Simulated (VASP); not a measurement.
A run of VASP 6.6.1 is set up as follows.

Contents of INCAR:

```
ALGO = Normal ; EDIFF = 1E-6
EDIFFG = -0.01 ; ENCUT = 600
GGA = PE ; IBRION = 2
ISIF = 3 ; ISMEAR = 0
LASPH = T ; LCHARG = F
LREAL = F ; LWAVE = F
NELM = 100 ; NSW = 100
PREC = Accurate ; SIGMA = 0.1
```

File KPOINTS:

```
k-points
0
Gamma
  12 12 20
```

The input POSCAR:

```
BP2
1.0
    4.0758259793      0.0000000000      0.0000000000
    0.0000000000      4.0758259793      0.0000000000
    0.0000000000      0.0000000000      2.3437419207
B P
1 2
Direct
    0.5000000000      0.5000000000      0.0000000000
    0.0000000000      0.5000000000      0.0000000000
    0.5000000000      0.0000000000      0.0000000000
```

Potentials or basis: VASP PAW PBE potentials, release 64 (B, P).

Launch:

```console
$ cat potpaw_PBE.64/B/POTCAR potpaw_PBE.64/P/POTCAR > POTCAR
$ mpirun -np 1 vasp_std > vasp.out
```

Task: What does it give for the relaxed cell?

Result: a = 4.181 Å, b = 4.181 Å, c = 2.239 Å, α = 90.00°, β = 90.00°, γ = 90.00°.

Task: Predict the relaxed volume.

Result: 13.05 Å³/atom.

Task: What does it give for the space group after relaxing (to 0.05 Å)?

Result: P4/mmm (No. 123).

Step by step:
```tsv
step	energy change (eV)	largest force (eV/Å)	pressure (GPa)	volume (Å³)
1	0.0000	0.0000	0.25	38.94
2	-0.0859	0.0000	0.19	39.00
3	-0.0892	0.0000	0.38	39.01
4	-0.0892	0.0000	0.40	39.01
5	-0.0893	0.0000	-0.17	39.20
6	-0.0893	0.0000	0.00	39.14
7	-0.0893	0.0000	0.01	39.14
8	-0.0894	0.0000	0.01	39.14
```
